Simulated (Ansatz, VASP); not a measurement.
One calculation of YSi2Ir2, two programs

The input INCAR:

```
SYSTEM = YSi2Ir2
PREC = Accurate
ENCUT = 520
EDIFF = 1E-7
ISMEAR = 1
SIGMA = 0.1
LREAL = .FALSE.
LASPH = .TRUE.
NELM = 80
ALGO = Normal
ISIF = 2
LWAVE = .FALSE.
LCHARG = .FALSE.
NBANDS = 48
```

File KPOINTS:

```
Automatic mesh
0
G
  7 7 3
  0 0 0
```

File POSCAR:

```
YSi2Ir2
1.0
    4.1648787438      0.0000000000      0.0000000000
    0.0000000000      4.1648787438      0.0000000000
    0.0000000000      0.0000000000      9.9417046636
Y Si Ir
2 4 4
Direct
    0.5000000000      0.0000000000      0.2520000000
    0.0000000000      0.5000000000      0.7480000000
    0.0000000000      0.0000000000      0.5000000000
    0.5000000000      0.5000000000      0.5000000000
    0.5000000000      0.0000000000      0.8670000000
    0.0000000000      0.5000000000      0.1330000000
    0.0000000000      0.0000000000      0.0000000000
    0.5000000000      0.5000000000      0.0000000000
    0.5000000000      0.0000000000      0.6260000000
    0.0000000000      0.5000000000      0.3740000000
```

Input for Ansatz:

```yaml
crystal:
  lattice:
    - [4.164878743846103, 0.0, 0.0]
    - [0.0, 4.164878743846103, 0.0]
    - [0.0, 0.0, 9.941704663601207]
  atoms:
    - { symbol: "Y", position: [0.5, 0.0, 0.252] }
    - { symbol: "Y", position: [0.0, 0.5, 0.748] }
    - { symbol: Si, position: [0.0, 0.0, 0.5] }
    - { symbol: Si, position: [0.5, 0.5, 0.5] }
    - { symbol: Si, position: [0.5, 0.0, 0.867] }
    - { symbol: Si, position: [0.0, 0.5, 0.133] }
    - { symbol: Ir, position: [0.0, 0.0, 0.0] }
    - { symbol: Ir, position: [0.5, 0.5, 0.0] }
    - { symbol: Ir, position: [0.5, 0.0, 0.626] }
    - { symbol: Ir, position: [0.0, 0.5, 0.374] }
basis:
  ecutwfc: 470.0
kpoints:
  mp_grid:
    grid: [7, 7, 3]
hamiltonian:
  xc: lda
  pseudopotentials:
    kind: paw
scf:
  occupations:
    method: cold
    width: 0.1
output:
  stress: true
```

Alike in both runs: task single point; functional LDA; k mesh 7 × 7 × 3; no spin polarisation.

|  | VASP | Ansatz |
| --- | --- | --- |
| version | VASP 6.6.1 | Ansatz 0.2.0 |
| potentials or method | VASP PAW LDA potentials, release 64 (Y_sv, Si, Ir), cutoff 520 eV | plane waves, PAW |
| occupations | methfessel-paxton of order 1, width 0.1 eV | cold, width 0.1 eV |
| valence electrons in the cell | 74 | 106 |

```tsv
	VASP	Ansatz	Ansatz less VASP
pressure (GPa)	-11.9	-12.6	-0.67
traceless stress, the component that is largest in VASP (GPa)	-0.67	-0.67	-0.001
```

LDA's correlation is that of Perdew and Zunger in VASP and of Perdew and Wang (1992) in Ansatz. VASP's potentials hold 74 valence electrons a cell and Ansatz's 106, so a difference there can come from the potentials and not from the codes.

Spin-orbit coupling is off throughout.
